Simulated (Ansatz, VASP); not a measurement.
GaP: VASP beside Ansatz

File INCAR:

```
ALGO = Normal ; EDIFF = 1E-6
ENCUT = 520 ; GGA = PE
ISIF = 2 ; ISMEAR = 0
LASPH = True ; LCHARG = False
LREAL = False ; LWAVE = False
NBANDS = 16 ; NELM = 80
PREC = Accurate ; SIGMA = 0.05
```

Contents of KPOINTS:

```
k-points
0
Gamma
  10 10 10
```

The input POSCAR:

```
GaP
1.0
    0.0000000000      2.7029688423      2.7029688423
    2.7029688423      0.0000000000      2.7029688423
    2.7029688423      2.7029688423      0.0000000000
Ga P
1 1
Direct
    0.0000000000      0.0000000000      0.0000000000
    0.7500000000      0.7500000000      0.7500000000
```

Input for Ansatz:

```yaml
crystal:
  lattice:
    - [0.0, 2.7029688423, 2.7029688423]
    - [2.7029688423, 0.0, 2.7029688423]
    - [2.7029688423, 2.7029688423, 0.0]
  atoms:
    - { symbol: Ga, position: [0.0, 0.0, 0.0] }
    - { symbol: P, position: [0.75, 0.75, 0.75] }
basis:
  ecutwfc: 420
kpoints:
  mp_grid: { grid: [10, 10, 10] }
hamiltonian:
  xc: pbe
  pseudopotentials: { kind: paw, azcp: { folder: soft_1 } }
scf:
  occupations: { method: gaussian, width: 0.05 }
output:
  forces: true
  stress: true
  eigenvalues: true
```

Alike in both runs: task single point; functional PBE; k mesh 10 × 10 × 10; occupations gaussian, width 0.05 eV; no spin polarisation.

|  | VASP | Ansatz |
| --- | --- | --- |
| version | VASP 6.6.1 | Ansatz 0.2.0 |
| potentials or method | VASP PAW PBE potentials, release 64 (Ga_d, P), cutoff 520 eV | scalar-relativistic, plane waves, PAW |
| valence electrons in the cell | 18 | 18 |

|  | VASP | Ansatz | Ansatz less VASP |
| --- | --- | --- | --- |
| gap on the k mesh at the Fermi level (eV) | 1.56 | 1.56 | 0.000 |
| least direct gap on the mesh (eV) | 2.03 | 2.03 | +0.002 |
| pressure (GPa) | 4.7 | 4.8 | +0.12 |
